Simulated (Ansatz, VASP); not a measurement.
MgO in VASP and in Ansatz

File POSCAR:

```
MgO
1.0
    0.0000000000      2.1433978385      2.1433978385
    2.1433978385      0.0000000000      2.1433978385
    2.1433978385      2.1433978385      0.0000000000
Mg O
1 1
Direct
    0.0000000000      0.0000000000      0.0000000000
    0.5000000000      0.5000000000      0.5000000000
```

Contents of INCAR.step1:

```
SYSTEM = MgO
  ALGO = Normal
  EDIFF = 1E-5
  ENCUT = 750
  GGA = PE
  GGA_COMPAT = .FALSE.
  ISMEAR = 0
  LASPH = .TRUE.
  LCHARG = .FALSE.
  LREAL = .FALSE.
  LWAVE = .TRUE.
  NBANDS = 15
  NELM = 120
  PREC = Accurate
  SIGMA = 0.02
```

Contents of INCAR.step2:

```
SYSTEM = MgO
  ALGO = Normal
  EDIFF = 1E-6
  ENCUT = 750
  GGA_COMPAT = .FALSE.
  ISIF = 2
  ISMEAR = 0
  ISTART = 1
  LASPH = .TRUE.
  LCHARG = .TRUE.
  LELF = .TRUE.
  LMIXTAU = .TRUE.
  LREAL = .FALSE.
  LVHAR = .TRUE.
  LWAVE = .FALSE.
  METAGGA = R2SCAN
  NBANDS = 15
  NELM = 120
  PREC = Accurate
  SIGMA = 0.02
```

File KPOINTS:

```
k-points
0
G
  10 10 10
  0 0 0
```

Input for Ansatz:

```yaml
crystal:
  lattice:
    - [0.0, 2.1433978385, 2.1433978385]
    - [2.1433978385, 0.0, 2.1433978385]
    - [2.1433978385, 2.1433978385, 0.0]
  atoms:
    - { symbol: Mg, position: [0.0, 0.0, 0.0] }
    - { symbol: O, position: [0.5, 0.5, 0.5] }
basis:
  ecutwfc: 500
kpoints:
  mp_grid: { grid: [10, 10, 10] }
hamiltonian:
  xc: r2scan
scf:
  occupations: { method: gaussian, width: 0.02 }
output:
  forces: true
  stress: true
  eigenvalues: true
```

Alike in both runs: task single point; functional r2SCAN; k mesh 10 × 10 × 10; occupations gaussian, width 0.02 eV; no spin polarisation.

```csv
,VASP,Ansatz
version,VASP 6.6.1,Ansatz 0.2.0
potentials or method,"VASP PAW PBE potentials, release 64 (Mg_sv, O), cutoff 750 eV","scalar-relativistic, plane waves, PAW"
valence electrons in the cell,16,16
```

```csv
,VASP,Ansatz,Ansatz less VASP
gap on the k mesh at the Fermi level (eV),5.13,5.11,-0.023
least direct gap on the mesh (eV),5.13,5.11,-0.023
pressure (GPa),-8.6,-8.6,+0.03
```

VASP's potentials were made for PBE, not for r2SCAN. With one functional, cell and mesh, what is left measures potentials, basis and numerics.
